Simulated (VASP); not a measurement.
**CaLa: single point with LDA**

CaLa:

```xyz
2
Lattice="3.7388 0.0000 0.0000 -1.8694 3.2379 0.0000 0.0000 0.0000 6.2363" Properties=species:S:1:pos:R:3 pbc="T T T"
Ca    0.0000    0.0000    3.1182
La    1.8694    1.0793    0.0000
```

```
Program                : VASP 6.6.1
Task                   : single point
Functional             : LDA
Potentials or basis    : VASP PAW LDA potentials, release 64 (Ca_sv, La)
Cutoff                 : 520 eV
k mesh                 : 9 × 9 × 5
Occupations            : gaussian, width 0.1 eV
Spin                   : no spin polarisation
Dipole correction      : no
Further INCAR settings : ALGO = Normal; EDIFF = 1e-06; NBANDS = 18
```

| Quantity | Value |
| --- | --- |
| Pressure | -1.9 GPa |
| Band gap on the k mesh | zero (an odd number of electrons rules out a gap without spin polarisation) |

Stress tensor (GPa, compression positive):
```
-1.95  0.00  0.00
 0.00 -1.95  0.00
 0.00  0.00 -1.75
```

Levels at points of the mesh, in eV from the Fermi level:
| k point | band 6 | band 7 | band 8 | band 9 | band 10 | band 11 | band 12 | band 13 | band 14 | band 15 |
| --- | --- | --- | --- | --- | --- | --- | --- | --- | --- | --- |
| (0.00, 0.00, 0.00) | -16.64 | -16.00 | -16.00 | -3.78 | -1.45 | 0.86 | 1.06 | 1.47 | 1.47 | 1.60 |

Wall time 76 s on 1 thread of Intel Xeon 8259CL (shared host), peak memory 0.21 GiB.

Caveat: spin-orbit coupling is left out, which moves the levels of the heavy elements.
